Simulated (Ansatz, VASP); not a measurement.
**Two plane-wave programs on V**

```
V
1.0
    -3.06208    3.06206    1.15802
     3.06206   -3.06208    1.15802
     1.71890    1.71890   -1.15807
V
2
Direct
  0.00001 0.99999 0.00000
  0.74999 0.25001 0.50000
```

Alike in both runs: task single point; functional LDA; k mesh 17 × 17 × 14; occupations fermi-dirac, width 0.1 eV; no spin polarisation.

|  | VASP | Ansatz |
| --- | --- | --- |
| version | VASP 6.6.1 | Ansatz 0.2.0 |
| potentials or method | VASP PAW LDA potentials, release 64 (V_sv), cutoff 520 eV | plane waves (420 eV) with PAW, scalar-relativistic |
| valence electrons in the cell | 26 | 26 |

VASP gave:

| Property | Result |
| --- | --- |
| pressure (GPa) | 9.8 |
| traceless stress, the component that is largest in VASP (GPa) | 1.13 |

**Question.** What did Ansatz give for the same quantities?

**Answer.** Pressure (GPa): 9.0; traceless stress, the component that is largest in VASP (GPa): 0.74.

Ansatz warns that its potentials were made for another functional, while VASP's fit it. LDA's correlation is that of Perdew and Zunger in VASP and of Perdew and Wang (1992) in Ansatz.
